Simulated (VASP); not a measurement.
Here is a VASP 6.6.1 calculation.

File INCAR:

```
PREC = Accurate
ENCUT = 520
EDIFF = 1E-6
ISMEAR = -1
SIGMA = 0.08
LREAL = False
LASPH = True
NELM = 100
ALGO = Normal
ISIF = 2
LWAVE = False
LCHARG = True
GGA = PE
LELF = True
LVHAR = True
NBANDS = 21
```

File KPOINTS:

```
Automatic mesh
0
Gamma
  14 14 8
```

File POSCAR:

```
Ru
1.0
    1.3603692281     -2.3562286202      0.0000000000
    1.3603692281      2.3562286202      0.0000000000
    0.0000000000      0.0000000000      4.2960587739
Ru
2
Direct
    0.6666666670      0.3333333330      0.2500000000
    0.3333333330      0.6666666670      0.7500000000
```

Potentials or basis: VASP PAW PBE potentials, release 64 (Ru_pv).

Run with:

```sh
$ cat potpaw_PBE.64/Ru_pv/POTCAR > POTCAR
$ mpirun -np 1 vasp_std > vasp.out
```

(1) Predict the band gap on the k mesh.

(2) Predict the pressure.

## Answers

(1) zero (band 14 reaches 14.15 eV, above the bottom of band 15 at 11.09 eV).

(2) 0.0 GPa.
